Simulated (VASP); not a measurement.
Input of a VASP 6.6.1 run:

File INCAR:

```
  PREC = Accurate
  ENCUT = 400
  EDIFF = 1E-8
  ISMEAR = 0
  SIGMA = 0.01
  LREAL = False
  LASPH = True
  NELM = 120
  ALGO = Normal
  ISIF = 2
  LWAVE = False
  LCHARG = False
  LEFG = True
  NBANDS = 11
  GGA_COMPAT = False
```

File KPOINTS:

```
regular mesh
0
Gamma
  12 12 12
```

POSCAR

```
Si
1.0
    0.0000000000      2.7155000000      2.7155000000
    2.7155000000      0.0000000000      2.7155000000
    2.7155000000      2.7155000000      0.0000000000
Si
2
Direct
    0.0000000000      0.0000000000      0.0000000000
    0.2500000000      0.2500000000      0.2500000000
```

Potentials or basis: VASP PAW LDA potentials, release 64 (Si).

Run with:

```bash
$ cat potpaw_LDA.64/Si/POTCAR > POTCAR
$ mpirun -np 1 vasp_std > vasp.out
```

(1) Predict the pressure.

(2) What does it give for the band gap on the k mesh?

## Answers

(1) -1.5 GPa.

(2) 0.47 eV (least direct gap 2.52 eV).
